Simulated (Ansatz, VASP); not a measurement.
# Two plane-wave programs on PbSe

```xyz
4
Lattice="4.3155 0.0000 0.0000 0.0000 4.3155 0.0000 0.0000 0.0000 6.1030" Properties=species:S:1:pos:R:3 pbc="T T T"
Pb    0.0000    0.0000    0.0000
Pb    2.1577    2.1577    3.0515
Se    2.1577    2.1577    0.0000
Se    0.0000    4.3155    3.0515
```

Alike in both runs: task single point; functional PBEsol; k mesh 8 × 8 × 6; occupations gaussian, width 0.01 eV; no spin polarisation.

|  | VASP | Ansatz |
| --- | --- | --- |
| version | VASP 6.6.1 | Ansatz 0.2.0 |
| potentials or method | VASP PAW PBE potentials, release 64 (Pb_d, Se), cutoff 500 eV | scalar-relativistic, plane waves, PAW |
| valence electrons in the cell | 40 | 60 |

Ansatz gave:

| Property | Result |
| --- | --- |
| gap on the k mesh at the Fermi level (eV) | 0.18 |
| least direct gap on the mesh (eV) | 0.18 |
| pressure (GPa) | 0.0 |

Task: What did VASP give for the same quantities?

Result: gap on the k mesh at the Fermi level (eV): 0.17; least direct gap on the mesh (eV): 0.17; pressure (GPa): 0.0.

VASP's potentials were made for PBE, not for PBEsol, and Ansatz warns of the same on its side. VASP's potentials hold 40 valence electrons a cell and Ansatz's 60, so a difference there can come from the potentials and not from the codes.

Spin-orbit coupling is off throughout.
